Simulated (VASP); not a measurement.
Input of a VASP 6.6.1 run:

The input INCAR:

```
ALGO     = Normal         # electronic algorithm
EDIFF    = 1E-6           # SCF threshold, eV
ENCUT    = 520            # plane-wave cutoff, eV
GGA      = PS             # functional
ISIF     = 2              # what is computed and relaxed
ISMEAR   = -1             # smearing method
LASPH    = True           # aspherical terms in the spheres
LCHARG   = True           # write CHGCAR
LELF     = True           # ELF
LREAL    = False          # projectors in reciprocal space
LVHAR    = True         
LWAVE    = False          # write WAVECAR
NBANDS   = 20             # bands
NELM     = 60             # most SCF steps
PREC     = Accurate       # precision mode
SIGMA    = 0.05           # smearing width, eV
```

KPOINTS

```
k-points
0
Gamma
  6 6 6
```

File POSCAR:

```
Te2Pb
1.0
    2.1269962718      1.2280218701      6.2642067492
   -2.1269962718      1.2280218701      6.2642067492
    0.0000000000     -2.4560437402      6.2642067492
Pb Te
1 2
Direct
    0.0000000000      0.0000000000      0.0000000000
    0.2297518145      0.2297518145      0.2297518145
    0.7702481855      0.7702481855      0.7702481855
```

Potentials or basis: VASP PAW PBE potentials, release 64 (Pb_d, Te).

The run is started by

```bash
$ cat potpaw_PBE.64/Pb_d/POTCAR potpaw_PBE.64/Te/POTCAR > POTCAR
$ mpirun -np 1 vasp_std > vasp.out
```

Problem. What does it give for the band gap on the k mesh?

Solution. Zero (bands 13 and 14 overlap by 0.80 eV).

Problem. Estimate the largest force.

Solution. 0.156 eV/Å.

Problem. Estimate the pressure.

Solution. -1.0 GPa.

Forces on the atoms (eV/Å):
```
Pb   0.000  0.000  0.000
Te   0.000  0.000 -0.156
Te   0.000  0.000  0.156
```

Caveat: the PAW data sets were made with another functional, which shifts forces and pressure a little; spin-orbit coupling is left out, which moves the levels of the heavy elements.
